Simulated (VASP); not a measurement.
# CuF3 (Pm-3m) in VASP: further runs

Runs on CuF3. Level: PBE. Tasks: single point.

Program: VASP 6.6.1. These are calculated values, not measurements. Logs are shortened: lines on timing, memory, paths and dates and some standing lists are left out, and cuts for length are marked.

### Step 1. The cell of the first run

The structure is cubic, space group Pm-3m (No. 221). The conventional cell has a = 3.789 Å, b = 3.789 Å, c = 3.789 Å, α = 90.00°, β = 90.00°, γ = 90.00°. Cu (site symmetry m-3m) has 6 F at 1.89 Å within 2.5 Å. F (site symmetry 4/mmm) has 2 Cu at 1.89 Å within 2.5 Å.

### Step 2. Single point, PBE, collinear spin

INCAR reads:

```
PREC     = Accurate       # precision mode
ENCUT    = 520            # plane-wave cutoff, eV
EDIFF    = 1E-6           # SCF threshold, eV
ISMEAR   = 0              # smearing method
SIGMA    = 0.05           # smearing width, eV
LREAL    = False          # projectors in reciprocal space
LASPH    = True           # aspherical terms in the spheres
NELM     = 150            # most SCF steps
ALGO     = Normal         # electronic algorithm
ISIF     = 2              # what is computed and relaxed
LWAVE    = False          # write WAVECAR
LCHARG   = True           # write CHGCAR
ISPIN    = 2              # spin polarisation
MAGMOM   = 0.5 0 0 0      # initial moments
LORBIT   = 11             # projections on sites
LMAXMIX  = 4              # l up to which the mixer works
GGA      = PE             # functional
LELF     = True           # ELF
LVHAR    = True         
NBANDS   = 28             # bands
```

KPOINTS reads:

```
regular mesh
0
Gamma
  10 10 10
```

POSCAR reads:

```
CuF3
1.0
    3.7891542182      0.0000000000      0.0000000000
    0.0000000000      3.7891542182      0.0000000000
    0.0000000000      0.0000000000      3.7891542182
Cu F
1 3
Direct
    0.0000000000      0.0000000000      0.0000000000
    0.5000000000      0.0000000000      0.0000000000
    0.0000000000      0.0000000000      0.5000000000
    0.0000000000      0.5000000000      0.0000000000
```

Potentials or basis: VASP PAW PBE potentials, release 64 (Cu, F).

The run is started by

```sh
cat potpaw_PBE.64/Cu/POTCAR potpaw_PBE.64/F/POTCAR > POTCAR
mpirun -np 1 vasp_std > vasp.out
```

OUTCAR:

```text
PREC = Accurate
   ENCUT = 520
   EDIFF = 1E-6
   ISMEAR = 0
   LREAL = False
   LASPH = True
   NELM = 150
   ISIF = 2
   ISPIN = 2
   LORBIT = 11
   GGA = PE

 ion  position               nearest neighbor table
   1  0.000  0.000  0.000-   2 1.89   3 1.89   4 1.89   3 1.89   4 1.89   2 1.89
   2  0.500  0.000  0.000-   1 1.89   1 1.89
   3  0.000  0.000  0.500-   1 1.89   1 1.89
   4  0.000  0.500  0.000-   1 1.89   1 1.89

  LATTYP: Found a simple cubic cell.
 ALAT       =     3.7891542182

  Lattice vectors:

 A1 = (   3.7891542182,   0.0000000000,   0.0000000000)
 A2 = (   0.0000000000,   3.7891542182,   0.0000000000)
 A3 = (   0.0000000000,   0.0000000000,   3.7891542182)

Analysis of symmetry for initial positions (statically):
=====================================================================
 Subroutine PRICEL returns:
 Original cell was already a primitive cell.

 Routine SETGRP: Setting up the symmetry group for a
 simple cubic supercell.

 Subroutine GETGRP returns: Found 48 space group operations
 (whereof 48 operations were pure point group operations)
 out of a pool of 48 trial point group operations.

The static configuration has the point symmetry O_h .

Analysis of symmetry for dynamics (positions and initial velocities):
=====================================================================
 Subroutine PRICEL returns:
 Original cell was already a primitive cell.

 Routine SETGRP: Setting up the symmetry group for a
 simple cubic supercell.

 Subroutine GETGRP returns: Found 48 space group operations
 (whereof 48 operations were pure point group operations)
 out of a pool of 48 trial point group operations.

The dynamic configuration has the point symmetry O_h .

Analysis of structural, dynamic, and magnetic symmetry:
=====================================================================
 Subroutine PRICEL returns:
 Original cell was already a primitive cell.

 Routine SETGRP: Setting up the symmetry group for a
 simple cubic supercell.

 Subroutine GETGRP returns: Found 48 space group operations
 (whereof 48 operations were pure point group operations)
 out of a pool of 48 trial point group operations.

The overall configuration has the point symmetry O_h .

 Subroutine INISYM returns: Found 48 space group operations
 (whereof 48 operations are pure point group operations),
 and found     1 'primitive' translations

----------------------------------------------------------------------------------------

                                     Primitive cell

  volume of cell :      54.4035

  direct lattice vectors                    reciprocal lattice vectors
     3.789154218  0.000000000  0.000000000     0.263911138  0.000000000  0.000000000
     0.000000000  3.789154218  0.000000000     0.000000000  0.263911138  0.000000000
     0.000000000  0.000000000  3.789154218     0.000000000  0.000000000  0.263911138

  length of vectors
     3.789154218  3.789154218  3.789154218     0.263911138  0.263911138  0.263911138

  position of ions in fractional coordinates (direct lattice)
     0.000000000  0.000000000  0.000000000
     0.500000000  0.000000000  0.000000000
     0.000000000  0.000000000  0.500000000
     0.000000000  0.500000000  0.000000000

  ion indices of the primitive-cell ions
   primitive index   ion index
                 1           1
                 2           2
                 3           3
                 4           4

----------------------------------------------------------------------------------------

 KPOINTS: regular mesh

Automatic generation of k-mesh.
 Grid dimensions read from file:
 generate k-points for:   10   10   10

 Generating k-lattice:

  Cartesian coordinates                     Fractional coordinates (reciprocal lattice)
     0.026391114  0.000000000  0.000000000     0.100000000  0.000000000  0.000000000
     0.000000000  0.026391114  0.000000000     0.000000000  0.100000000  0.000000000
     0.000000000  0.000000000  0.026391114     0.000000000  0.000000000  0.100000000

  Length of vectors
     0.026391114  0.026391114  0.026391114

  Shift w.r.t. Gamma in fractional coordinates (k-lattice)
     0.000000000  0.000000000  0.000000000

 Subroutine IBZKPT returns following result:
 ===========================================

 Found     56 irreducible k-points:

 Following reciprocal coordinates:
            Coordinates               Weight
  0.000000  0.000000  0.000000      1.000000
  0.100000  0.000000  0.000000      6.000000
  0.200000  0.000000  0.000000      6.000000
  0.300000  0.000000  0.000000      6.000000
  0.400000  0.000000  0.000000      6.000000
  0.500000  0.000000  0.000000      3.000000
[... 16 lines left out ...]
  0.200000  0.100000  0.100000     24.000000
  0.300000  0.100000  0.100000     24.000000
 [... further k-points ...]
   k-points           NKPTS =     56   k-points in BZ     NKDIM =     56   number of bands    NBANDS=     28
   number of dos      NEDOS =    301   number of ions     NIONS =      4
   total plane-waves  NPLWV =  21952
   dimension x,y,z NGX =    28 NGY =   28 NGZ =   28
   dimension x,y,z NGXF=    56 NGYF=   56 NGZF=   56
   ions per type =               1   3
   NGX,Y,Z   is equivalent  to a cutoff of  12.28, 12.28, 12.28 a.u.
   NGXF,Y,Z  is equivalent  to a cutoff of  24.57, 24.57, 24.57 a.u.
 SYSTEM =  unknown system
   PREC   = accura    normal or accurate (medium, high low for compatibility)
   ISTART =      0    job   : 0-new  1-cont  2-samecut
   ICHARG =      2    charge: 1-file 2-atom 10-const
   ISPIN  =      2    spin polarized calculation?
   LNONCOLLINEAR =      F non collinear calculations
   LSORBIT =      F    spin-orbit coupling
   LASPH  =      T    aspherical Exc in radial PAW
   ENCUT  =  520.0 eV  38.22 Ry    6.18 a.u.   7.05  7.05  7.05*2*pi/ulx,y,z
   NELM   =    150;   NELMIN=  2; NELMDL= -5     # of ELM steps
   EDIFF  = 0.1E-05   stopping-criterion for ELM
   LREAL  =      F    real-space projection
   EDIFFG = 0.1E-04   stopping-criterion for IOM
   NSW    =      0    number of steps for IOM
   IBRION =     -1    ionic relax: 0-MD 1-quasi-New 2-CG
   NFREE  =      0    steps in history (QN), initial steepest desc. (CG)
   ISIF   =      2    stress and relaxation
   ISYM   =      2    0-nonsym 1-usesym 2-fastsym
   POTIM  = 0.5000    time-step for ionic-motion
   TEBEG  =    0.0;   TEEND  =   0.0 temperature during run
   PSTRESS=    0.0 pullay stress
   NELECT =      32.0000    total number of electrons
   NUPDOWN=      -1.0000    fix difference up-down
   EMIN   =  10.00;   EMAX   =-10.00  energy-range for DOS
   EFERMI =   0.00;   METHOD = LEGACY
   ISMEAR =     0;   SIGMA  =   0.05  broadening in eV -4-tet -1-fermi 0-gaus
   EFERMI_NEDOS =   21; number of points for ismear=-14 and -15
   IALGO  =     38    algorithm
   IMIX   =      4    mixing-type and parameters
     AMIX     =   0.40;   BMIX     =  1.00
     AMIX_MAG =   1.60;   BMIX_MAG =  1.00
  volume/ion in A,a.u.               =      13.60        91.78
  Fermi-wavevector in a.u.,A,eV,Ry     =   1.371669  2.592078 25.599019  1.881475
  Thomas-Fermi vector in A             =   2.497345
   LORBIT       =     11    0 simple, 1 ext, 2 COOP (PROOUT), +10 PAW based schemes
   GGA     = PE    functional components
   LHFCALC =     F    Hartree Fock is set to
   AEXX    =    0.0000 exact exchange contribution
   IVDW    =     0    specifies the selected vdW correction
   LEPSILON=     F    determine dielectric tensor
   LRPA    =     F    only Hartree local field effects (RPA)
 spin polarized calculation
 Gauss-broadening in eV      SIGMA  =   0.05
  energy-cutoff  :      520.00
  volume of cell :       54.40
 maximum number of plane-waves:      1492
   NGX = 15   NGY = 15   NGZ = 15

 number of electron      31.9999944 magnetization       0.1699955

 Free energy of the ion-electron system (eV)
  ---------------------------------------------------
  ext. energy  EPLUGINS =         0.00000000
  ---------------------------------------------------
  free energy    TOTEN  =       -14.37185292 eV

  energy without entropy =      -14.37040182  energy(sigma->0) =      -14.37112737

 E-fermi :  -2.4146     XC(G=0):  -8.8408

 val. band max:       -2.4234537247   @ k =   0.5000   0.0000   0.0000
 cond. band min:      -2.4088957514   @ k =   0.5000   0.1000   0.0000
 fundamental gap:      0.0145579733
 Fermi energy:        -2.4146324180

 spin component 1

 k-point     1 :       0.0000    0.0000    0.0000
  band No.  band energies     occupation
      1     -24.0187      1.00000
      2     -23.0930      1.00000
      3     -23.0930      1.00000
      4      -6.6043      1.00000
      5      -6.6043      1.00000
      6      -6.6043      1.00000
[... 20 lines left out ...]
     27      18.0055      0.00000
     28      22.0565      0.00000
[... 683 lines left out ...]
 k-point    24 :       0.3000    0.1000    0.1000
  band No.  band energies     occupation
      1     -23.7999      1.00000
      2     -23.1883      1.00000
      3     -23.1037      1.00000
      4      -7.7785      1.00000
      5      -6.7160      1.00000
      6      -6.7059      1.00000
[... 20 lines left out ...]
     27      18.7132      0.00000
     28      20.8258      0.00000

 [... further k-points ...]

 spin component 2

 k-point     1 :       0.0000    0.0000    0.0000
  band No.  band energies     occupation
      1     -23.9841      1.00000
      2     -23.0553      1.00000
      3     -23.0553      1.00000
      4      -6.5552      1.00000
      5      -6.5552      1.00000
      6      -6.5552      1.00000
[... 20 lines left out ...]
     27      18.0163      0.00000
     28      22.0751      0.00000
[... 683 lines left out ...]
 k-point    24 :       0.3000    0.1000    0.1000
  band No.  band energies     occupation
      1     -23.7648      1.00000
      2     -23.1516      1.00000
      3     -23.0662      1.00000
      4      -7.6847      1.00000
      5      -6.6466      1.00000
      6      -6.6406      1.00000
[... 20 lines left out ...]
     27      18.7245      0.00000
     28      20.8325      0.00000

 [... further k-points ...]
[... 5 lines left out ...]
  --------------------------------------------------------------------------------------
  -------------------------------------------------------------------------------------
  Total        0.1616065      0.1616065      0.1616065     -0.0000000     -0.0000000      0.0000000
  in kB        4.7592939      4.7592939      4.7592939     -0.0000000     -0.0000000      0.0000000
  external PRESSURE =       4.7592939 kB  Pullay stress =       0.0000000 kB

 VOLUME and BASIS-vectors are now :
 -----------------------------------------------------------------------------
  energy-cutoff  :      520.00
  volume of cell :       54.40
      direct lattice vectors                 reciprocal lattice vectors
     3.789154218  0.000000000  0.000000000     0.263911138  0.000000000  0.000000000
     0.000000000  3.789154218  0.000000000     0.000000000  0.263911138  0.000000000
     0.000000000  0.000000000  3.789154218     0.000000000  0.000000000  0.263911138

 POSITION                                       TOTAL-FORCE (eV/Angst)
 -----------------------------------------------------------------------------------
      0.00000      0.00000      0.00000         0.000000      0.000000      0.000000
      1.89458      0.00000      0.00000         0.000000      0.000000      0.000000
      0.00000      0.00000      1.89458         0.000000      0.000000      0.000000
      0.00000      1.89458      0.00000         0.000000      0.000000      0.000000
 -----------------------------------------------------------------------------------
    total drift:                                0.000000      0.000000     -0.000000

  FREE ENERGIE OF THE ION-ELECTRON SYSTEM (eV)
  ---------------------------------------------------
  free  energy   TOTEN  =       -14.3718529153 eV

  energy  without entropy=      -14.3704018156  energy(sigma->0) =      -14.37112737

 total charge

# of ion       s       p       d       tot
------------------------------------------
    1        0.332   0.448   8.894   9.675
    2        1.742   4.304   0.000   6.046
    3        1.742   4.304   0.000   6.046
    4        1.742   4.304   0.000   6.046
--------------------------------------------------
tot          5.557  13.360   8.894  27.811

 magnetization (x)

# of ion       s       p       d       tot
------------------------------------------
    1        0.002   0.003   0.107   0.112
    2        0.001   0.017   0.000   0.018
    3        0.001   0.017   0.000   0.018
    4        0.001   0.017   0.000   0.018
--------------------------------------------------
tot          0.004   0.054   0.107   0.165
```

Wall time 3.2 min (1 thread of Oxide Virtual Turin-like, shared host); peak memory 0.22 GiB.

Results:

```
Free energy                                           : -14.3719 eV
Pressure                                              : 0.5 GPa
Net moment                                            : 0.17 μB per cell
Site moments                                          : Cu +0.11; F +0.02 μB
Valence electrons inside the program's atomic spheres : Cu 9.68; F 6.05
```

Caveat: a moment this small can come from the mesh or the smearing. With open d or f shells a metallic result of PBE can be an artefact of self-interaction; +U or a hybrid may open a gap.

### Step 3. Single point, PBE, collinear spin (12.86 Å³/atom)

INCAR reads:

```
SYSTEM = CuF3
  ALGO = Normal
  EDIFF = 1E-6
  ENCUT = 520
  GGA = PE
  ISIF = 2
  ISMEAR = 0
  ISPIN = 2
  LASPH = .TRUE.
  LCHARG = .TRUE.
  LELF = .TRUE.
  LMAXMIX = 4
  LORBIT = 11
  LREAL = .FALSE.
  LVHAR = .TRUE.
  LWAVE = .FALSE.
  MAGMOM = 0.77 -0.77 0 0 0 0 0 0
  NBANDS = 46
  NELM = 150
  PREC = Accurate
  SIGMA = 0.05
```

KPOINTS reads:

```
k-points
0
G
  10 10 5
  0 0 0
```

POSCAR reads:

```
CuF3
1.0
    3.7189793396      0.0000000000      3.7189793396
    0.0000000000      3.7189793396      3.7189793396
    0.0000000000      0.0000000000      7.4379586792
Cu F
2 6
Direct
    0.0000000000      0.0000000000      0.0000000000
    0.0000000000      0.0000000000      0.5000000000
    0.5000000000      0.0000000000      0.7500000000
    0.0000000000      0.0000000000      0.2500000000
    0.0000000000      0.5000000000      0.7500000000
    0.5000000000      0.0000000000      0.2500000000
    0.0000000000      0.0000000000      0.7500000000
    0.0000000000      0.5000000000      0.2500000000
```

Potentials or basis: VASP PAW PBE potentials, release 64 (Cu, F).

The run is started by

```sh
cat potpaw_PBE.64/Cu/POTCAR potpaw_PBE.64/F/POTCAR > POTCAR
mpirun -np 1 vasp_std > vasp.out
```

OUTCAR:

```text
SYSTEM = CuF3
   EDIFF = 1E-6
   ENCUT = 520
   GGA = PE
   ISIF = 2
   ISMEAR = 0
   ISPIN = 2
   LASPH = .TRUE.
   LORBIT = 11
   LREAL = .FALSE.
   NELM = 150
   PREC = Accurate

 ion  position               nearest neighbor table
   1  0.000  0.000  0.000-   3 1.86   4 1.86   5 1.86   7 1.86   8 1.86   6 1.86
   2  0.000  0.000  0.500-   4 1.86   6 1.86   7 1.86   8 1.86   5 1.86   3 1.86
   3  0.500  0.000  0.750-   2 1.86   1 1.86
   4  0.000  0.000  0.250-   1 1.86   2 1.86
   5  0.000  0.500  0.750-   2 1.86   1 1.86
   6  0.500  0.000  0.250-   1 1.86   2 1.86
   7  0.000  0.000  0.750-   1 1.86   2 1.86
   8  0.000  0.500  0.250-   1 1.86   2 1.86

  LATTYP: Found a face centered cubic cell.
 ALAT       =     7.4379586792

[... 2528 lines left out ...]
      0.00000      0.00000      1.85949        -0.000000     -0.000000      0.000000
      0.00000      1.85949      7.43796         0.000000      0.000000      0.000000
      1.85949      0.00000      3.71898        -0.000000      0.000000     -0.000000
      0.00000      0.00000      5.57847        -0.000000     -0.000000      0.000000
      0.00000      1.85949      3.71898         0.000000     -0.000000     -0.000000
 -----------------------------------------------------------------------------------
    total drift:                               -0.000000     -0.000000      0.000000

  FREE ENERGIE OF THE ION-ELECTRON SYSTEM (eV)
  ---------------------------------------------------
  free  energy   TOTEN  =       -28.6911337468 eV

  energy  without entropy=      -28.6911336455  energy(sigma->0) =      -28.69113370

 total charge

# of ion       s       p       d       tot
------------------------------------------
    1        0.355   0.509   8.886   9.751
    2        0.355   0.509   8.886   9.751
    3        1.741   4.329   0.000   6.070
    4        1.741   4.329   0.000   6.070
    5        1.741   4.329   0.000   6.070
    6        1.741   4.329   0.000   6.070
    7        1.741   4.329   0.000   6.070
    8        1.741   4.329   0.000   6.070
--------------------------------------------------
tot         11.158  26.992  17.772  55.923

 magnetization (x)

# of ion       s       p       d       tot
------------------------------------------
    1       -0.011  -0.017   0.659   0.631
    2        0.011   0.017  -0.659  -0.631
    3        0.000   0.000   0.000   0.000
    4        0.000   0.000   0.000   0.000
    5        0.000   0.000   0.000   0.000
    6        0.000   0.000   0.000   0.000
    7        0.000   0.000   0.000   0.000
    8        0.000   0.000   0.000   0.000
--------------------------------------------------
tot          0.000   0.000   0.000   0.000
```

OSZICAR:

```text
N       E                     dE             d eps       ncg     rms          rms(c)
DAV:   1     0.898066217225E+03    0.89807E+03   -0.30536E+04  5256   0.180E+03
DAV:   2     0.903913755101E+02   -0.80767E+03   -0.70723E+03  5692   0.494E+02
DAV:   3    -0.369218722308E+02   -0.12731E+03   -0.12185E+03  5594   0.208E+02
DAV:   4    -0.425905176408E+02   -0.56686E+01   -0.56031E+01  7154   0.483E+01
DAV:   5    -0.427164355302E+02   -0.12592E+00   -0.12572E+00  6240   0.723E+00    0.241E+01
DAV:   6    -0.316404511811E+02    0.11076E+02   -0.67703E+01  7192   0.134E+02    0.196E+01
DAV:   7    -0.290225917368E+02    0.26179E+01   -0.14863E+01  6782   0.114E+02    0.589E+00
DAV:   8    -0.288233984741E+02    0.19919E+00   -0.25558E+00  8036   0.229E+01    0.281E+00
DAV:   9    -0.286864347963E+02    0.13696E+00   -0.36107E-01  8498   0.204E+01    0.882E-01
DAV:  10    -0.286903491011E+02   -0.39143E-02   -0.14268E-01  7924   0.728E+00    0.276E-01
DAV:  11    -0.286906503019E+02   -0.30120E-03   -0.53772E-03  7786   0.983E-01    0.135E-01
DAV:  12    -0.286909893411E+02   -0.33904E-03   -0.60960E-04  7648   0.412E-01    0.579E-02
DAV:  13    -0.286911494076E+02   -0.16007E-03   -0.23898E-04  7418   0.177E-01    0.366E-02
DAV:  14    -0.286911371408E+02    0.12267E-04   -0.29962E-05  7936   0.116E-01    0.169E-02
DAV:  15    -0.286911339710E+02    0.31698E-05   -0.93346E-06  7556   0.618E-02    0.435E-03
DAV:  16    -0.286911337468E+02    0.22414E-06   -0.12184E-06  3736   0.102E-02
   1 F= -.28691134E+02 E0= -.28691134E+02  d E =-.101319E-06  mag=     0.0000
```

stdout:

```text
POSCAR found type information on POSCAR CuF
 POSCAR found :  2 types and       8 ions
 scaLAPACK will be used
 LDA part: xc-table for (Slater+PW92), standard interpolation
 POSCAR, INCAR and KPOINTS ok, starting setup
 FFT: planning ... GRIDC
 FFT: planning ... GRID_SOFT
 FFT: planning ... GRID
 WAVECAR not read
 entering main loop
```

It took 12 min on 1 thread of Oxide Virtual Turin-like, shared host; peak memory 0.41 GiB.

What came out:

```yaml
Free_energy: -28.6911 eV
Pressure: 6.6 GPa
Band_gap_on_the_k_mesh: 0.31 eV
Net_moment: 0.00 μB per cell
Site_moments: Cu +0.63, -0.63; F +0.00 μB
Valence_electrons_inside_the_program's_atomic_spheres: Cu 9.75; F 6.07
```

Caveat: the cell stands under pressure; semilocal functionals underestimate gaps, and a narrow one can read as zero.
